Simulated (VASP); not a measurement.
# NaCl (P1) in VASP: relaxation of cell and atoms with PBE

Aim: the relaxation of cell and atoms of NaCl with PBE.

Everything below comes from runs of VASP 6.6.1. Logs are shortened: lines on timing, memory, paths and dates and some standing lists are left out, and cuts for length are marked.

### 1 The cell of the first run

The typed cell holds 8 atoms: a = 3.754 Å, b = 7.401 Å, c = 7.434 Å, α = 104.87°, β = 91.29°, γ = 106.18°.

### 2 Relaxation of cell and atoms, PBE

File INCAR:

```
PREC = Accurate
ENCUT = 500
EDIFF = 1E-7
ISMEAR = 0
SIGMA = 0.1
LREAL = F
LASPH = T
NELM = 120
ALGO = Normal
ISIF = 3
LWAVE = F
LCHARG = F
GGA = PE
IBRION = 2
NSW = 80
EDIFFG = -0.025
GGA_COMPAT = F
NELMIN = 4
```

File KPOINTS:

```
Automatic mesh
0
Gamma
  4 4 2
```

File POSCAR:

```
NaCl
1.0
    0.0421779832      3.7535688202      0.0619601133
    1.8795881840     -1.9699490458     -6.8821719453
   -7.4335330970     -0.0843559665      0.0458722403
Na Cl
4 4
Direct
    0.7137869426      0.4092040122      0.8524641967
    0.6813674224      0.4030192513      0.3444969514
    0.9794520475      0.9022556708      0.7183888509
    0.9891080777      0.9352882576      0.2196762233
    0.2656599849      0.5793602994      0.6592951993
    0.3355171515      0.5943089274      0.1631436929
    0.5048107166      0.0928087946      0.5250242332
    0.5302976568      0.0837547867      0.0175106523
```

Potentials or basis: VASP PAW PBE potentials, release 64 (Na_pv, Cl).

Run with:

```console
$ cat potpaw_PBE.64/Na_pv/POTCAR potpaw_PBE.64/Cl/POTCAR > POTCAR
$ mpirun -np 1 vasp_std > vasp.out
```

OUTCAR:

```text
PREC = Accurate
   ENCUT = 500
   EDIFF = 1E-7
   ISMEAR = 0
   LREAL = F
   LASPH = T
   NELM = 120
   ISIF = 3
   GGA = PE
   IBRION = 2
   NSW = 80
   EDIFFG = -0.025
   NELMIN = 4

 ion  position               nearest neighbor table
   1  0.714  0.409  0.852-
   2  0.681  0.403  0.344-   6 2.73
   3  0.979  0.902  0.718-
   4  0.989  0.935  0.220-   8 2.71   7 2.73
   5  0.266  0.579  0.659-
   6  0.336  0.594  0.163-   2 2.73
   7  0.505  0.093  0.525-   4 2.73
   8  0.530  0.084  0.018-   4 2.71

  LATTYP: Found a triclinic cell.
 ALAT       =     8.9549707119
 B/A-ratio  =     0.4192439290
 C/A-ratio  =     0.8301705819
 COS(alpha) =     0.0224765790
 COS(beta)  =     0.2309681341
 COS(gamma) =     0.6082222914

  Lattice vectors:

 A1 = (   1.9639441504,   5.5371885946,  -6.7582517187)
 A2 = (   0.0421779832,   3.7535688202,   0.0619601133)
 A3 = (   7.4335330970,   0.0843559665,  -0.0458722403)

Analysis of symmetry for initial positions (statically):
=====================================================================
 Subroutine PRICEL returns:
 Original cell was already a primitive cell.

 Routine SETGRP: Setting up the symmetry group for a
 triclinic supercell.

 Subroutine GETGRP returns: Found  1 space group operations
 (whereof  1 operations were pure point group operations)
 out of a pool of  2 trial point group operations.

The static configuration has the point symmetry C_1 .

Analysis of symmetry for dynamics (positions and initial velocities):
=====================================================================
 Subroutine PRICEL returns:
 Original cell was already a primitive cell.

 Routine SETGRP: Setting up the symmetry group for a
 triclinic supercell.

 Subroutine GETGRP returns: Found  1 space group operations
 (whereof  1 operations were pure point group operations)
 out of a pool of  2 trial point group operations.

The dynamic configuration has the point symmetry C_1 .

 Subroutine INISYM returns: Found  1 space group operations
 (whereof  1 operations are pure point group operations),
 and found     1 'primitive' translations

----------------------------------------------------------------------------------------

                                     Primitive cell

  volume of cell :     190.7592

[... 107 lines left out ...]
   NUPDOWN=      -1.0000    fix difference up-down
   EMIN   =  10.00;   EMAX   =-10.00  energy-range for DOS
   EFERMI =   0.00;   METHOD = LEGACY
   ISMEAR =     0;   SIGMA  =   0.10  broadening in eV -4-tet -1-fermi 0-gaus
   EFERMI_NEDOS =   21; number of points for ismear=-14 and -15
   IALGO  =     38    algorithm
   IMIX   =      4    mixing-type and parameters
     AMIX     =   0.40;   BMIX     =  1.00
     AMIX_MAG =   1.60;   BMIX_MAG =  1.00
  volume/ion in A,a.u.               =      23.84       160.91
  Fermi-wavevector in a.u.,A,eV,Ry     =   1.088034  2.056086 16.106813  1.183817
  Thomas-Fermi vector in A             =   2.224206
   LORBIT       =      0    0 simple, 1 ext, 2 COOP (PROOUT), +10 PAW based schemes
   GGA     = PE    functional components
   LHFCALC =     F    Hartree Fock is set to
   AEXX    =    0.0000 exact exchange contribution
   IVDW    =     0    specifies the selected vdW correction
   LEPSILON=     F    determine dielectric tensor
   LRPA    =     F    only Hartree local field effects (RPA)
 conjugate gradient relaxation of ions
 non-spin polarized calculation
 Gauss-broadening in eV      SIGMA  =   0.10
  energy-cutoff  :      500.00
  volume of cell :      190.76
 maximum number of plane-waves:      4864
   NGX = 13   NGY = 27   NGZ = 27

--------------------------------------- Ionic step        1  -------------------------------------------

 number of electron      56.0000002 magnetization

 Free energy of the ion-electron system (eV)
  ---------------------------------------------------
  ext. energy  EPLUGINS =         0.00000000
  ---------------------------------------------------
  free energy    TOTEN  =       -26.34133171 eV

  energy without entropy =      -26.34133171  energy(sigma->0) =      -26.34133171

------------------------ aborting loop because EDIFF is reached ----------------------------------------

  FORCE on cell =-STRESS in cart. coord.  units (eV):
  Direction    XX          YY          ZZ          XY          YZ          ZX
  --------------------------------------------------------------------------------------
  -------------------------------------------------------------------------------------
  Total       -0.0077007     -0.3840260     -0.0110434      0.0364628     -0.2074402      0.0665068
  in kB       -0.0646778     -3.2254159     -0.0927532      0.3062494     -1.7422800      0.5585870
  external PRESSURE =      -1.1276156 kB  Pullay stress =       0.0000000 kB
[... 107 lines left out ...]
  FREE ENERGIE OF THE ION-ELECTRON SYSTEM (eV)
  ---------------------------------------------------
  free  energy   TOTEN  =       -26.3994362858 eV

  energy  without entropy=      -26.3994362858  energy(sigma->0) =      -26.39943629

 E-fermi :   0.0920     XC(G=0):  -7.9853

 val. band max:       -0.4222680388   @ k =   0.0000   0.0000   0.0000
 cond. band min:       3.8957326459   @ k =   0.0000   0.0000   0.0000
 fundamental gap:      4.3180006847
 Fermi energy:         0.0920072456

 k-point     1 :       0.0000    0.0000    0.0000
  band No.  band energies     occupation
      1     -21.9970      2.00000
      2     -21.9895      2.00000
      3     -21.9863      2.00000
      4     -21.9803      2.00000
      5     -21.9746      2.00000
      6     -21.9706      2.00000
[... 709 lines left out ...]
     32       6.9693      0.00000
     33       7.5750      0.00000

[... ionic steps 4 to 11 ...]

--------------------------------------- Ionic step       12  -------------------------------------------

 number of electron      56.0000005 magnetization

------------------------ aborting loop because EDIFF is reached ----------------------------------------
[... 79 lines left out ...]
--------------------------------------- Ionic step       14  -------------------------------------------

 number of electron      55.9999997 magnetization

 Free energy of the ion-electron system (eV)
  ---------------------------------------------------
  ext. energy  EPLUGINS =         0.00000000
  ---------------------------------------------------
  free energy    TOTEN  =       -26.45033928 eV

  energy without entropy =      -26.45033928  energy(sigma->0) =      -26.45033928

 E-fermi :  -0.0475     XC(G=0):  -7.9667

 val. band max:       -0.5826054995   @ k =   0.5000   0.5000   0.0000
 cond. band min:       3.8553387258   @ k =   0.0000   0.0000   0.0000
 fundamental gap:      4.4379442253
 Fermi energy:        -0.0475435865

 k-point     1 :       0.0000    0.0000    0.0000
  band No.  band energies     occupation
      1     -22.0237      2.00000
      2     -22.0181      2.00000
      3     -22.0082      2.00000
      4     -21.9987      2.00000
      5     -21.9961      2.00000
      6     -21.9933      2.00000
[... 744 lines left out ...]
  FREE ENERGIE OF THE ION-ELECTRON SYSTEM (eV)
  ---------------------------------------------------
  free  energy   TOTEN  =       -26.4503392796 eV

  energy  without entropy=      -26.4503392796  energy(sigma->0) =      -26.45033928

 reached required accuracy - stopping structural energy minimisation
```

CONTCAR:

```text
NaCl
   1.00000000000000
    -0.0037773760128648    3.7045873056205707    0.0048487850792301
     1.8399944663692762   -1.8617402142072561   -6.8137007191965120
    -7.4060229530805834    0.0080852059570839   -0.0135479537539817
  Na              Cl
     4     4
Direct
     0.7087974538787075    0.4139545012992821    0.8548687219722652
     0.7105820627843348    0.4138857378317291    0.3551056982577632
     0.9508315960013151    0.9143504394603311    0.7269672331518779
     0.9582174399656326    0.9134419779230015    0.2262432466011474
     0.2913362141949199    0.5860585044145268    0.6484963561043218
     0.2974907116239109    0.5857668877886972    0.1483062395536703
     0.5356850210762490    0.0860059272802183    0.5198484132414392
     0.5470595004749305    0.0865360240022211    0.0201640911175009

  0.00000000E+00  0.00000000E+00  0.00000000E+00
  0.00000000E+00  0.00000000E+00  0.00000000E+00
  0.00000000E+00  0.00000000E+00  0.00000000E+00
  0.00000000E+00  0.00000000E+00  0.00000000E+00
  0.00000000E+00  0.00000000E+00  0.00000000E+00
  0.00000000E+00  0.00000000E+00  0.00000000E+00
  0.00000000E+00  0.00000000E+00  0.00000000E+00
  0.00000000E+00  0.00000000E+00  0.00000000E+00
```

Wall time 34 min (1 thread of Intel Xeon 8259CL, shared host); peak memory 0.32 GiB.

What came out:

| Item | Value |
| --- | --- |
| Free energy | -26.4503 eV |
| Relaxed volume | 23.37 Å³/atom |
| Relaxed cell | a = 3.705 Å, b = 7.299 Å, c = 7.406 Å, α = 104.52°, β = 89.88°, γ = 104.86° |
| Space group after relaxing (to 0.1 Å) | I4_1md (No. 109) |
| Energy gained by relaxing | 13.6 meV/atom |
| Ionic steps | 14 |
| Pressure after relaxing | 0.0 GPa |
| Largest force after relaxing | 0.018 eV/Å |
| Band gap on the k mesh | 4.44 eV |

Forces on the atoms (eV/Å):
```
Na   0.002 -0.006  0.005
Na   0.003 -0.009  0.005
Na  -0.002  0.016  0.008
Na  -0.010 -0.006  0.001
Cl   0.007  0.003 -0.008
Cl   0.007  0.000 -0.010
Cl  -0.005  0.011 -0.003
Cl  -0.002 -0.011  0.002
```

The path:
| step | energy change (eV) | largest force (eV/Å) | pressure (GPa) | volume (Å³) |
| --- | --- | --- | --- | --- |
| 1 | 0.0000 | 0.3683 | -0.11 | 190.76 |
| 2 | -0.0180 | 0.3180 | -0.11 | 190.30 |
| 3 | -0.0581 | 0.1773 | -0.07 | 188.90 |
| 4 | -0.0786 | 0.2081 | 0.19 | 186.10 |
| 5 | -0.0809 | 0.1824 | 0.11 | 186.76 |
| 6 | -0.0914 | 0.1452 | -0.01 | 187.49 |
| 7 | -0.0969 | 0.0982 | -0.17 | 188.55 |
| 8 | -0.1033 | 0.0540 | 0.03 | 186.85 |
| 9 | -0.1041 | 0.0517 | 0.13 | 186.07 |
| 10 | -0.1063 | 0.0403 | -0.04 | 187.30 |
| 11 | -0.1064 | 0.0378 | -0.09 | 187.71 |
| 12 | -0.1082 | 0.0276 | -0.03 | 187.20 |
| 13 | -0.1085 | 0.0254 | 0.01 | 186.87 |
| 14 | -0.1090 | 0.0180 | 0.00 | 186.97 |

Final structure:
```xyz
8
Lattice="-0.0038 3.7046 0.0048 1.8400 -1.8617 -6.8137 -7.4060 0.0081 -0.0135" Properties=species:S:1:pos:R:3 pbc="T T T"
Na   -5.5722    1.8620   -2.8287
Na   -1.8711    1.8647   -2.8215
Na   -3.7051    1.8260   -6.2353
Na    0.0015    1.8510   -6.2223
Cl   -3.7255   -0.0066   -4.0006
Cl   -0.0217    0.0127   -3.9918
Cl   -3.6938    1.8286   -0.5905
Cl    0.0078    1.8657   -0.5873
```

Caveat: the k points lie up to 0.44 Å⁻¹ apart in the final cell.
